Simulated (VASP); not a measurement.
BN, 2 atoms in the cell. Symmetry: Fmm2, No. 42, orthorhombic system. The conventional cell has a = 2.568 Å, b = 7.172 Å, c = 4.445 Å, α = 90.00°, β = 90.00°, γ = 90.00°. B (site symmetry mm2) has 3 N at 1.48 Å within 2.0 Å. Within 2.0 Å of N (site symmetry mm2) lie 3 B at 1.48 Å. 

| Item | Value |
| --- | --- |
| Program | VASP 6.6.1 |
| Task | single point |
| Functional | PBEsol |
| Potentials or basis | VASP PAW PBE potentials, release 64 (B, N) |
| Cutoff | 520 eV |
| k mesh | 10 × 10 × 10 |
| Occupations | gaussian, width 0.01 eV |
| Spin | no spin polarisation |
| Dipole correction | no |
| Further INCAR settings | ALGO = Normal; EDIFF = 1e-07; NBANDS = 11 |

Potentials or basis: VASP PAW PBE potentials, release 64 (B, N).

Command:

```console
$ cat potpaw_PBE.64/B/POTCAR potpaw_PBE.64/N/POTCAR > POTCAR
$ mpirun -np 1 vasp_std > vasp.out
```

Hardware: 1 thread of Intel(R) Xeon(R) 6975P-C (Granite Rapids), with other jobs on the host.

Task: How long does it take, and how much memory?

Result: Wall time 16 s on 1 thread of Intel(R) Xeon(R) 6975P-C (Granite Rapids), with other jobs on the host, peak memory 0.16 GiB. Counts: scf iterations 14, k points 171.
